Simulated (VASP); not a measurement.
# BiP (P6/mmm) in VASP: a series of runs, part 2 of 2

VASP 6.6.1. Earlier steps stand in the parts before.

## Step 4: Single point, PBE (29.04 Å³/atom)

This run uses another cell than the first one, of 29.04 Å³/atom.

The input, INCAR:

```
SYSTEM = BiP
PREC     = Accurate       ! precision mode
ENCUT    = 500            ! plane-wave cutoff, eV
EDIFF    = 1E-6           ! SCF threshold, eV
ISMEAR   = -1             ! smearing method
SIGMA    = 0.05           ! smearing width, eV
LREAL    = .FALSE.        ! projectors in reciprocal space
LASPH    = .TRUE.         ! aspherical terms in the spheres
NELM     = 120            ! most SCF steps
ALGO     = Normal         ! electronic algorithm
ISIF     = 2              ! what is computed and relaxed
LWAVE    = .FALSE.        ! write WAVECAR
LCHARG   = .FALSE.        ! write CHGCAR
GGA      = PE             ! functional
NBANDS   = 17             ! bands
GGA_COMPAT= .FALSE.
```

The input, KPOINTS:

```
Automatic mesh
0
G
  8 8 6
  0 0 0
```

The input, POSCAR:

```
BiP
1.0
    3.8684548376      0.0000000000      0.0000000000
   -1.9342274188      3.3501801570      0.0000000000
    0.0000000000      0.0000000000      4.4813452179
Bi P
1 1
Direct
    0.0000000000      0.0000000000      0.5000000000
    0.0000000000      0.0000000000      0.0000000000
```

Started as:

```sh
> cat potpaw_PBE.64/Bi_d/POTCAR potpaw_PBE.64/P/POTCAR > POTCAR
> mpirun -np 1 vasp_std > vasp.out
```

It took 23 s on 1 thread of Intel Xeon Platinum 8375C at 2.90GHz (Ice Lake), shared host; peak memory 0.18 GiB.

Results (log left out):

| Item | Value |
| --- | --- |
| Free energy | -5.8691 eV |
| Pressure | 17.6 GPa |
| Band gap on the k mesh | zero (bands 10 and 11 overlap by 3.20 eV) |

Stress tensor (GPa, compression positive):
```
 1.78  0.00  0.00
 0.00  1.78  0.00
 0.00  0.00 49.29
```

Levels at points of the mesh, in eV from the Fermi level:
```
           k point  band 8  band 9  band 10  band 11  band 12  band 13
(0.00, 0.00, 0.00)   -5.86   -1.28    -1.28     3.59     5.21     5.21
(0.50, 0.00, 0.00)   -5.05   -4.92    -2.15     0.96     3.79     3.96
(0.00, 0.00, 0.50)    0.33    0.33     1.67     1.67     2.83     4.07
(0.50, 0.00, 0.50)   -3.35   -2.66    -0.35     0.35     3.88     4.95
```

Caveat: the stress differs along the axes, from 2 to 49 GPa; spin-orbit coupling is left out, which moves the levels of the heavy elements; this functional lacks dispersion, which binds layers or chains, so the pressure and a relaxed spacing across them are unreliable.

## Step 5: Single point, PBE (29.61 Å³/atom)

This run uses another cell than the first one, of 29.61 Å³/atom.

The input, INCAR:

```
PREC = Accurate ; ENCUT = 500
EDIFF = 1E-6 ; ISMEAR = -1
SIGMA = 0.05 ; LREAL = F
LASPH = T ; NELM = 120
ALGO = Normal ; ISIF = 2
LWAVE = F ; LCHARG = T
GGA = PE ; LELF = T
LVHAR = T ; NBANDS = 17
GGA_COMPAT = F
```

The input, KPOINTS:

```
Automatic mesh
0
Gamma
  8 8 6
```

The input, POSCAR:

```
BiP
1.0
    3.8935753781      0.0000000000      0.0000000000
   -1.9467876890      3.3719351832      0.0000000000
    0.0000000000      0.0000000000      4.5104456776
Bi P
1 1
Direct
    0.0000000000      0.0000000000      0.5000000000
    0.0000000000      0.0000000000      0.0000000000
```

Potentials or basis: VASP PAW PBE potentials, release 64 (Bi_d, P).

Started as:

```sh
> cat potpaw_PBE.64/Bi_d/POTCAR potpaw_PBE.64/P/POTCAR > POTCAR
> mpirun -np 1 vasp_std > vasp.out
```

OUTCAR:

```text
PREC = Accurate
   ENCUT = 500
   EDIFF = 1E-6
   ISMEAR = -1
   LREAL = F
   LASPH = T
   NELM = 120
   ISIF = 2
   GGA = PE

 ion  position               nearest neighbor table
   1  0.000  0.000  0.500-   2 2.26   2 2.26
   2  0.000  0.000  0.000-   1 2.26   1 2.26

  LATTYP: Found a hexagonal cell.
 ALAT       =     3.8935753781
 C/A-ratio  =     1.1584328643

  Lattice vectors:

 A1 = (   3.8935753781,   0.0000000000,   0.0000000000)
 A2 = (  -1.9467876890,   3.3719351832,   0.0000000000)
 A3 = (   0.0000000000,   0.0000000000,   4.5104456776)

Analysis of symmetry for initial positions (statically):
=====================================================================
 Subroutine PRICEL returns:
 Original cell was already a primitive cell.

 Routine SETGRP: Setting up the symmetry group for a
 hexagonal supercell.

 Subroutine GETGRP returns: Found 24 space group operations
 (whereof 24 operations were pure point group operations)
 out of a pool of 24 trial point group operations.

The static configuration has the point symmetry D_6h.

[... 151 lines left out ...]
 Free energy of the ion-electron system (eV)
  ---------------------------------------------------
  ext. energy  EPLUGINS =         0.00000000
  ---------------------------------------------------
  free energy    TOTEN  =        -5.98784721 eV

  energy without entropy =       -5.97936579  energy(sigma->0) =       -5.98360650

 E-fermi :   5.1711     XC(G=0):  -9.1482

 val. band max:        5.1371817980   @ k =   0.2500  -0.0000   0.5000
 cond. band min:       5.1800899641   @ k =   0.1250   0.1250   0.3333
 fundamental gap:      0.0429081660
 Fermi energy:         5.1711466621

 k-point     1 :       0.0000    0.0000    0.0000
  band No.  band energies     occupation
      1     -18.6119      2.00000
      2     -18.1175      2.00000
      3     -18.1175      2.00000
      4     -18.0530      2.00000
      5     -18.0530      2.00000
      6      -8.8993      2.00000
[... 457 lines left out ...]
      4     -18.0542      2.00000
      5     -18.0142      2.00000
      6      -7.5110      2.00000
[... 9 lines left out ...]
     16      13.7132      0.00000
     17      16.2117      0.00000

 [... further k-points ...]
[... 5 lines left out ...]
  --------------------------------------------------------------------------------------
  -------------------------------------------------------------------------------------
  Total        0.5301169      0.5301169     16.3867569      0.0000000     -0.0000000      0.0000000
  in kB       14.3428343     14.3428342    443.3598192      0.0000000     -0.0000000      0.0000000
  external PRESSURE =     157.3484959 kB  Pullay stress =       0.0000000 kB

 VOLUME and BASIS-vectors are now :
 -----------------------------------------------------------------------------
  energy-cutoff  :      500.00
  volume of cell :       59.22
      direct lattice vectors                 reciprocal lattice vectors
     3.893575378  0.000000000  0.000000000     0.256833348  0.148282803  0.000000000
    -1.946787689  3.371935183  0.000000000     0.000000000  0.296565606  0.000000000
     0.000000000  0.000000000  4.510445678     0.000000000  0.000000000  0.221707581

 POSITION                                       TOTAL-FORCE (eV/Angst)
 -----------------------------------------------------------------------------------
      0.00000      0.00000      2.25522         0.000000      0.000000      0.000000
      0.00000      0.00000      0.00000        -0.000000      0.000000      0.000000
 -----------------------------------------------------------------------------------
    total drift:                               -0.000000     -0.000000      0.000000

  FREE ENERGIE OF THE ION-ELECTRON SYSTEM (eV)
  ---------------------------------------------------
  free  energy   TOTEN  =        -5.9878472074 eV

  energy  without entropy=       -5.9793657903  energy(sigma->0) =       -5.98360650
```

Run time: 23 s. Hardware: 1 thread of Intel Xeon Platinum 8375C at 2.90GHz (Ice Lake), shared host; peak memory 0.19 GiB.

What came out:

```
Free energy            : -5.9878 eV
Pressure               : 15.7 GPa
Band gap on the k mesh : zero (bands 10 and 11 overlap by 3.12 eV)
```

Caveat: the stress differs along the axes, from 1 to 44 GPa; spin-orbit coupling is left out, which moves the levels of the heavy elements; this functional lacks dispersion, which binds layers or chains, so the pressure and a relaxed spacing across them are unreliable.

## Step 6: Summary

| cell | gap on the mesh (eV) | pressure (GPa) |
| --- | --- | --- |
| a = 3.817, b = 3.817, c = 4.422 Å, angles 90.0, 90.0, 120.0°, 2 atoms | none | 22.1 |
| a = 3.843, b = 3.843, c = 4.452 Å, angles 90.0, 90.0, 120.0°, 2 atoms | none | 19.7 |
| a = 3.868, b = 3.868, c = 4.481 Å, angles 90.0, 90.0, 120.0°, 2 atoms | none | 17.6 |
| a = 3.894, b = 3.894, c = 4.510 Å, angles 90.0, 90.0, 120.0°, 2 atoms | none | 15.7 |

Alike in all rows: task single point; level PBE; potentials or basis VASP PAW PBE potentials, release 64 (Bi_d, P); no spin polarisation; k mesh 8 × 8 × 6; cutoff (eV) 500; smearing fermi-dirac 0.05 eV.

Caveats: spin-orbit coupling is left out, which moves the levels of the heavy elements; this functional lacks dispersion, which binds layers or chains, so the pressure and a relaxed spacing across them are unreliable; the stress differs along the axes, from 3 to 61 GPa (at least some runs); the stress differs along the axes, from 2 to 55 GPa (at least some runs); the stress differs along the axes, from 2 to 49 GPa (at least some runs); the stress differs along the axes, from 1 to 44 GPa (at least some runs).

Absolute energies hang on the potentials; compare differences alone.

The gap in the log of VASP goes by the Fermi energy; the results here count the filled bands.